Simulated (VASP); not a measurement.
A run of VASP 6.6.1 is set up as follows.

INCAR

```
ALGO = Fast ; EDIFF = 1E-6
EDIFFG = -0.01 ; ENCUT = 600
GGA = PE ; IBRION = 2
ISIF = 4 ; ISMEAR = 0
ISPIN = 2 ; LASPH = True
LCHARG = False ; LMAXMIX = 4
LORBIT = 11 ; LREAL = False
LWAVE = False ; MAGMOM = 0.05 0 0
NELM = 150 ; NSW = 60
PREC = Accurate ; SIGMA = 0.05
```

File KPOINTS:

```
k-points
0
Gamma
  12 12 6
```

POSCAR

```
MoS2
1.0
    3.2267026331      0.0000000000      0.0000000000
   -1.6133513166      2.7944064507      0.0000000000
    0.0000000000      0.0000000000      7.0969267541
Mo S
1 2
Direct
    0.0000000000      0.0000000000      0.0000000000
    0.3333333333      0.6666666667      0.2250757110
    0.6666666667      0.3333333333      0.7749242890
```

Potentials or basis: VASP PAW PBE potentials, release 64 (Mo_sv, S).

Command:

```bash
$ cat potpaw_PBE.64/Mo_sv/POTCAR potpaw_PBE.64/S/POTCAR > POTCAR
$ mpirun -np 1 vasp_std > vasp.out
```

(1) Estimate the net moment.

(2) What does it give for the band gap on the k mesh?

## Answers

(1) 0.00 μB per cell.

(2) zero (filled and empty bands overlap).
